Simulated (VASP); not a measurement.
# TiTe2 (P-3m1) in VASP: further runs

The runs below take TiTe2 through single point, with PBEsol.

Program: VASP 6.6.1. These are calculated values, not measurements. Logs are shortened: lines on timing, memory, paths and dates and some standing lists are left out, and cuts for length are marked.

### Step 1. The cell of the first run

The structure is trigonal, space group P-3m1 (No. 164). The conventional cell has a = 3.827 Å, b = 3.827 Å, c = 6.584 Å, α = 90.00°, β = 90.00°, γ = 120.00°. Ti (site symmetry -3m) has 6 Te at 2.81 Å within 3.7 Å. Te (site symmetry 3m) has 3 Ti at 2.81 Å within 3.7 Å.

### Step 2. Single point, PBEsol (volume scaled by 1.04)

INCAR

```
  PREC = Accurate
  ENCUT = 520
  EDIFF = 1E-7
  ISMEAR = -1
  SIGMA = 0.03
  LREAL = F
  LASPH = T
  NELM = 60
  ALGO = Normal
  ISIF = 2
  LWAVE = F
  LCHARG = T
  GGA = PS
  LELF = T
  LVHAR = T
  NBANDS = 19
```

KPOINTS

```
regular mesh
0
Gamma
  13 13 7
```

POSCAR

```
TiTe2
1.0
    3.8267039675      0.0000000000      0.0000000000
   -1.9133519838      3.3140228486      0.0000000000
    0.0000000000      0.0000000000      6.5835098060
Ti Te
1 2
Direct
    0.0000000000      0.0000000000      0.0000000000
    0.6666666667      0.3333333333      0.2628000000
    0.3333333333      0.6666666667      0.7372000000
```

Potentials or basis: VASP PAW PBE potentials, release 64 (Ti_sv, Te).

On the command line:

```bash
cat potpaw_PBE.64/Ti_sv/POTCAR potpaw_PBE.64/Te/POTCAR > POTCAR
mpirun -np 1 vasp_std > vasp.out
```

OUTCAR:

```text
PREC = Accurate
   ENCUT = 520
   EDIFF = 1E-7
   ISMEAR = -1
   LREAL = F
   LASPH = T
   NELM = 60
   ISIF = 2
   GGA = PS

 ion  position               nearest neighbor table
   1  0.000  0.000  0.000-   2 2.81   3 2.81   2 2.81   3 2.81   2 2.81   3 2.81
   2  0.667  0.333  0.263-   1 2.81   1 2.81   1 2.81
   3  0.333  0.667  0.737-   1 2.81   1 2.81   1 2.81

  LATTYP: Found a hexagonal cell.
 ALAT       =     3.8267039675
 C/A-ratio  =     1.7204126219

  Lattice vectors:

 A1 = (   3.8267039675,   0.0000000000,   0.0000000000)
 A2 = (  -1.9133519838,   3.3140228486,   0.0000000000)
 A3 = (   0.0000000000,   0.0000000000,   6.5835098060)

Analysis of symmetry for initial positions (statically):
=====================================================================
 Subroutine PRICEL returns:
 Original cell was already a primitive cell.

 Routine SETGRP: Setting up the symmetry group for a
 hexagonal supercell.

 Subroutine GETGRP returns: Found 12 space group operations
 (whereof 12 operations were pure point group operations)
 out of a pool of 24 trial point group operations.

The static configuration has the point symmetry D_3d.

Analysis of symmetry for dynamics (positions and initial velocities):
=====================================================================
 Subroutine PRICEL returns:
 Original cell was already a primitive cell.

 Routine SETGRP: Setting up the symmetry group for a
 hexagonal supercell.

 Subroutine GETGRP returns: Found 12 space group operations
 (whereof 12 operations were pure point group operations)
 out of a pool of 24 trial point group operations.

The dynamic configuration has the point symmetry D_3d.

 Subroutine INISYM returns: Found 12 space group operations
 (whereof 12 operations are pure point group operations),
 and found     1 'primitive' translations

----------------------------------------------------------------------------------------

                                     Primitive cell

  volume of cell :      83.4907

  direct lattice vectors                    reciprocal lattice vectors
     3.826703967  0.000000000  0.000000000     0.261321495  0.150874035  0.000000000
    -1.913351984  3.314022849  0.000000000     0.000000000  0.301748070  0.000000000
     0.000000000  0.000000000  6.583509806     0.000000000  0.000000000  0.151894662

  length of vectors
     3.826703967  3.826703968  6.583509806     0.301748070  0.301748070  0.151894662

  position of ions in fractional coordinates (direct lattice)
     0.000000000  0.000000000  0.000000000
     0.666666667  0.333333333  0.262800000
     0.333333333  0.666666667  0.737200000

  ion indices of the primitive-cell ions
   primitive index   ion index
                 1           1
                 2           2
                 3           3

----------------------------------------------------------------------------------------

 KPOINTS: regular mesh

Automatic generation of k-mesh.
 Grid dimensions read from file:
 generate k-points for:   13   13    7

 Generating k-lattice:

  Cartesian coordinates                     Fractional coordinates (reciprocal lattice)
     0.020101653  0.011605695  0.000000000     0.076923077  0.000000000  0.000000000
     0.000000000  0.023211390  0.000000000     0.000000000  0.076923077  0.000000000
     0.000000000  0.000000000  0.021699237     0.000000000  0.000000000  0.142857143

  Length of vectors
     0.023211390  0.023211390  0.021699237

  Shift w.r.t. Gamma in fractional coordinates (k-lattice)
     0.000000000  0.000000000  0.000000000

 Subroutine IBZKPT returns following result:
 ===========================================

 Found    126 irreducible k-points:

 Following reciprocal coordinates:
            Coordinates               Weight
  0.000000  0.000000  0.000000      1.000000
  0.076923  0.000000  0.000000      6.000000
  0.153846  0.000000  0.000000      6.000000
  0.230769 -0.000000  0.000000      6.000000
  0.307692  0.000000  0.000000      6.000000
  0.384615 -0.000000  0.000000      6.000000
[... 16 lines left out ...]
  0.076923  0.000000  0.142857      6.000000
  0.000000  0.076923  0.142857      6.000000
 [... further k-points ...]
   k-points           NKPTS =    126   k-points in BZ     NKDIM =    126   number of bands    NBANDS=     19
   number of dos      NEDOS =    301   number of ions     NIONS =      3
   total plane-waves  NPLWV =  39200
   dimension x,y,z NGX =    28 NGY =   28 NGZ =   50
   dimension x,y,z NGXF=    56 NGYF=   56 NGZF=  100
   ions per type =               1   2
   NGX,Y,Z   is equivalent  to a cutoff of  12.16, 12.16, 12.63 a.u.
   NGXF,Y,Z  is equivalent  to a cutoff of  24.33, 24.33, 25.25 a.u.
 SYSTEM =  unknown system
   PREC   = accura    normal or accurate (medium, high low for compatibility)
   ISTART =      0    job   : 0-new  1-cont  2-samecut
   ICHARG =      2    charge: 1-file 2-atom 10-const
   ISPIN  =      1    spin polarized calculation?
   LNONCOLLINEAR =      F non collinear calculations
   LSORBIT =      F    spin-orbit coupling
   LASPH  =      T    aspherical Exc in radial PAW
   ENCUT  =  520.0 eV  38.22 Ry    6.18 a.u.   7.12  7.12 12.24*2*pi/ulx,y,z
   NELM   =     60;   NELMIN=  2; NELMDL= -5     # of ELM steps
   EDIFF  = 0.1E-06   stopping-criterion for ELM
   LREAL  =      F    real-space projection
   EDIFFG = 0.1E-05   stopping-criterion for IOM
   NSW    =      0    number of steps for IOM
   IBRION =     -1    ionic relax: 0-MD 1-quasi-New 2-CG
   NFREE  =      0    steps in history (QN), initial steepest desc. (CG)
   ISIF   =      2    stress and relaxation
   ISYM   =      2    0-nonsym 1-usesym 2-fastsym
   POTIM  = 0.5000    time-step for ionic-motion
   TEBEG  =    0.0;   TEEND  =   0.0 temperature during run
   PSTRESS=    0.0 pullay stress
   NELECT =      24.0000    total number of electrons
   NUPDOWN=      -1.0000    fix difference up-down
   EMIN   =  10.00;   EMAX   =-10.00  energy-range for DOS
   EFERMI =   0.00;   METHOD = LEGACY
   ISMEAR =    -1;   SIGMA  =   0.03  broadening in eV -4-tet -1-fermi 0-gaus
   EFERMI_NEDOS =   21; number of points for ismear=-14 and -15
   IALGO  =     38    algorithm
   IMIX   =      4    mixing-type and parameters
     AMIX     =   0.40;   BMIX     =  1.00
     AMIX_MAG =   1.60;   BMIX_MAG =  1.00
  volume/ion in A,a.u.               =      27.83       187.81
  Fermi-wavevector in a.u.,A,eV,Ry     =   1.080437  2.041729 15.882670  1.167343
  Thomas-Fermi vector in A             =   2.216428
   LORBIT       =      0    0 simple, 1 ext, 2 COOP (PROOUT), +10 PAW based schemes
   GGA     = PS    functional components
   LHFCALC =     F    Hartree Fock is set to
   AEXX    =    0.0000 exact exchange contribution
   IVDW    =     0    specifies the selected vdW correction
   LEPSILON=     F    determine dielectric tensor
   LRPA    =     F    only Hartree local field effects (RPA)
 non-spin polarized calculation
  energy-cutoff  :      520.00
  volume of cell :       83.49
 maximum number of plane-waves:      2273
   NGX = 15   NGY = 15   NGZ = 25

 number of electron      23.9999995 magnetization

 Free energy of the ion-electron system (eV)
  ---------------------------------------------------
  ext. energy  EPLUGINS =         0.00000000
  ---------------------------------------------------
  free energy    TOTEN  =       -17.44728925 eV

  energy without entropy =      -17.44340342  energy(sigma->0) =      -17.44534633

 E-fermi :   6.2461     XC(G=0):  -9.8297

 val. band max:        6.2436699548   @ k =   0.0000   0.4615   0.1429
 cond. band min:       6.2760165434   @ k =   0.3077   0.0000   0.4286
 fundamental gap:      0.0323465885
 Fermi energy:         6.2460788258

 k-point     1 :       0.0000    0.0000    0.0000
  band No.  band energies     occupation
      1     -51.1137      2.00000
      2     -27.4641      2.00000
      3     -27.4641      2.00000
      4     -27.4146      2.00000
      5      -5.9710      2.00000
      6      -4.5780      2.00000
[... 11 lines left out ...]
     18      11.1942      0.00000
     19      11.7007      0.00000

 k-point     2 :       0.0769    0.0000    0.0000
  band No.  band energies     occupation
      1     -51.1135      2.00000
      2     -27.4661      2.00000
      3     -27.4646      2.00000
      4     -27.4142      2.00000
      5      -5.9091      2.00000
      6      -4.5460      2.00000
[... 11 lines left out ...]
     18      11.6655      0.00000
     19      12.0607      0.00000

 k-point     3 :       0.1538    0.0000    0.0000
  band No.  band energies     occupation
      1     -51.1131      2.00000
      2     -27.4717      2.00000
      3     -27.4659      2.00000
      4     -27.4129      2.00000
      5      -5.7281      2.00000
      6      -4.4558      2.00000
[... 11 lines left out ...]
     18      12.1886      0.00000
     19      12.7019      0.00000

 k-point     4 :       0.2308   -0.0000    0.0000
  band No.  band energies     occupation
      1     -51.1126      2.00000
      2     -27.4796      2.00000
      3     -27.4677      2.00000
      4     -27.4111      2.00000
      5      -5.4435      2.00000
      6      -4.3261      2.00000
[... 11 lines left out ...]
     18      11.9536      0.00000
     19      12.7079      0.00000

 k-point     5 :       0.3077    0.0000    0.0000
  band No.  band energies     occupation
      1     -51.1120      2.00000
      2     -27.4880      2.00000
      3     -27.4696      2.00000
      4     -27.4092      2.00000
      5      -5.0859      2.00000
      6      -4.1924      2.00000
[... 11 lines left out ...]
     18      11.6311      0.00000
     19      12.1114      0.00000

 k-point     6 :       0.3846   -0.0000    0.0000
  band No.  band energies     occupation
      1     -51.1115      2.00000
      2     -27.4949      2.00000
      3     -27.4712      2.00000
      4     -27.4077      2.00000
      5      -4.7088      2.00000
      6      -4.1087      2.00000
[... 11 lines left out ...]
     18      11.5734      0.00000
     19      11.7057      0.00000

 k-point     7 :       0.4615   -0.0000    0.0000
  band No.  band energies     occupation
      1     -51.1113      2.00000
      2     -27.4989      2.00000
      3     -27.4722      2.00000
      4     -27.4068      2.00000
      5      -4.4012      2.00000
      6      -4.1276      2.00000
[... 11 lines left out ...]
     18      11.4534      0.00000
     19      11.6708      0.00000

 k-point     8 :       0.0769    0.0769    0.0000
  band No.  band energies     occupation
      1     -51.1133      2.00000
      2     -27.4698      2.00000
      3     -27.4655      2.00000
      4     -27.4133      2.00000
      5      -5.7876      2.00000
      6      -4.4848      2.00000
[... 256 lines left out ...]
 k-point    20 :       0.3846    0.2308    0.0000
  band No.  band energies     occupation
      1     -51.1110      2.00000
      2     -27.4937      2.00000
      3     -27.4820      2.00000
      4     -27.4059      2.00000
      5      -4.1838      2.00000
      6      -4.0549      2.00000
[... 11 lines left out ...]
     18      10.3675      0.00000
     19      13.7138      0.00000

 k-point    21 :       0.3077    0.3077    0.0000
  band No.  band energies     occupation
      1     -51.1110      2.00000
      2     -27.4910      2.00000
      3     -27.4856      2.00000
      4     -27.4058      2.00000
      5      -4.1451      2.00000
      6      -4.0362      2.00000
[... 11 lines left out ...]
     18      10.1465      0.00000
     19      14.0766      0.00000

 k-point    22 :       0.0000    0.0000    0.1429
  band No.  band energies     occupation
      1     -51.1137      2.00000
      2     -27.4641      2.00000
      3     -27.4641      2.00000
      4     -27.4146      2.00000
      5      -5.9208      2.00000
      6      -4.6731      2.00000
[... 11 lines left out ...]
     18      11.2532      0.00000
     19      12.0715      0.00000

 k-point    23 :       0.0769    0.0000    0.1429
  band No.  band energies     occupation
      1     -51.1135      2.00000
      2     -27.4661      2.00000
      3     -27.4646      2.00000
      4     -27.4142      2.00000
      5      -5.8597      2.00000
      6      -4.6380      2.00000
[... 11 lines left out ...]
     18      11.7027      0.00000
     19      12.4186      0.00000

 k-point    24 :       0.0000    0.0769    0.1429
  band No.  band energies     occupation
      1     -51.1135      2.00000
      2     -27.4661      2.00000
      3     -27.4646      2.00000
      4     -27.4142      2.00000
      5      -5.8593      2.00000
      6      -4.6389      2.00000
[... 11 lines left out ...]
     18      11.7187      0.00000
     19      12.3888      0.00000

 [... further k-points ...]

------------------------ aborting loop because EDIFF is reached ----------------------------------------

  FORCE on cell =-STRESS in cart. coord.  units (eV):
  Direction    XX          YY          ZZ          XY          YZ          ZX
  --------------------------------------------------------------------------------------
  -------------------------------------------------------------------------------------
  Total       -2.4083868     -2.4083868     -2.0106116      0.0000000      0.0000000      0.0000000
  in kB      -46.2167032    -46.2167032    -38.5834379      0.0000000      0.0000000      0.0000000
  external PRESSURE =     -43.6722815 kB  Pullay stress =       0.0000000 kB

 VOLUME and BASIS-vectors are now :
 -----------------------------------------------------------------------------
  energy-cutoff  :      520.00
  volume of cell :       83.49
      direct lattice vectors                 reciprocal lattice vectors
     3.826703967  0.000000000  0.000000000     0.261321495  0.150874035  0.000000000
    -1.913351984  3.314022849  0.000000000     0.000000000  0.301748070  0.000000000
     0.000000000  0.000000000  6.583509806     0.000000000  0.000000000  0.151894662

 POSITION                                       TOTAL-FORCE (eV/Angst)
 -----------------------------------------------------------------------------------
      0.00000      0.00000      0.00000         0.000000      0.000000      0.000000
      1.91335      1.10467      1.73015        -0.000000      0.000000     -0.401549
     -0.00000      2.20935      4.85336        -0.000000     -0.000000      0.401549
 -----------------------------------------------------------------------------------
    total drift:                                0.000000     -0.000000      0.000000

  FREE ENERGIE OF THE ION-ELECTRON SYSTEM (eV)
  ---------------------------------------------------
  free  energy   TOTEN  =       -17.4472892460 eV

  energy  without entropy=      -17.4434034206  energy(sigma->0) =      -17.44534633
```

It took 82 s on 1 thread of Intel Xeon 6975P-C (Granite Rapids), shared host; peak memory 0.33 GiB.

What came out:

* Free energy: -17.4473 eV
* Pressure: -4.4 GPa
* Largest force: 0.402 eV/Å
* Band gap on the k mesh: zero (band 12 reaches 6.60 eV, above the bottom of band 13 at 5.99 eV)

Forces on the atoms (eV/Å):
```
Ti   0.000  0.000  0.000
Te   0.000  0.000 -0.402
Te   0.000  0.000  0.402
```

Caveat: the PAW data sets were made with another functional, which shifts forces and pressure a little; spin-orbit coupling is left out, which moves the levels of the heavy elements; this functional lacks dispersion, which binds the layers, so the pressure and a relaxed spacing across them are unreliable.

### Step 3. Single point, PBEsol (zz strain of +2 %)

INCAR

```
PREC = Accurate
ENCUT = 520
EDIFF = 1E-6
ISMEAR = -1
SIGMA = 0.03
LREAL = F
LASPH = T
NELM = 80
ALGO = Normal
ISIF = 2
LWAVE = F
LCHARG = F
GGA = PS
NBANDS = 19
```

KPOINTS

```
Automatic mesh
0
Gamma
  13 13 7
```

POSCAR

```
TiTe2
1.0
    3.7770008876      0.0000000000      0.0000000000
   -1.8885004438      3.2709787188      0.0000000000
    0.0000000000      0.0000000000      6.6279600000
Ti Te
1 2
Direct
    0.0000000000      0.0000000000      0.0000000000
    0.6666666667      0.3333333333      0.2628000000
    0.3333333333      0.6666666667      0.7372000000
```

Potentials or basis: VASP PAW PBE potentials, release 64 (Ti_sv, Te).

On the command line:

```bash
cat potpaw_PBE.64/Ti_sv/POTCAR potpaw_PBE.64/Te/POTCAR > POTCAR
mpirun -np 1 vasp_std > vasp.out
```

Wall time 83 s (1 thread of Intel Xeon Platinum 8481C at 2.70GHz (Sapphire Rapids), shared host); peak memory 0.33 GiB.

Results (log left out):

```
Free energy            : -17.4885 eV
Pressure               : -3.4 GPa
Largest force          : 0.335 eV/Å
Band gap on the k mesh : zero (band 12 reaches 6.86 eV, above the bottom of band 13 at 6.17 eV)
```

Forces in eV/Å, atoms in the order of the input:
```
Ti   0.000  0.000  0.000
Te   0.000  0.000 -0.335
Te   0.000  0.000  0.335
```

Stress tensor (GPa, compression positive):
```
-3.41  0.00  0.00
 0.00 -3.41  0.00
 0.00  0.00 -3.51
```

Levels at points of the mesh, in eV from the Fermi level:
```
           k point  band 8  band 9  band 10  band 11  band 12  band 13  band 14  band 15  band 16  band 17
(0.00, 0.00, 0.00)   -1.56   -1.56     0.27     0.39     0.39     0.40     1.10     1.10     3.02     3.02
```

Caveat: the cell differs from its parent crystal (zz strain of +2 %); the PAW data sets were made with another functional, which shifts forces and pressure a little; spin-orbit coupling is left out, which moves the levels of the heavy elements; this functional lacks dispersion, which binds the layers, so the pressure and a relaxed spacing across them are unreliable.
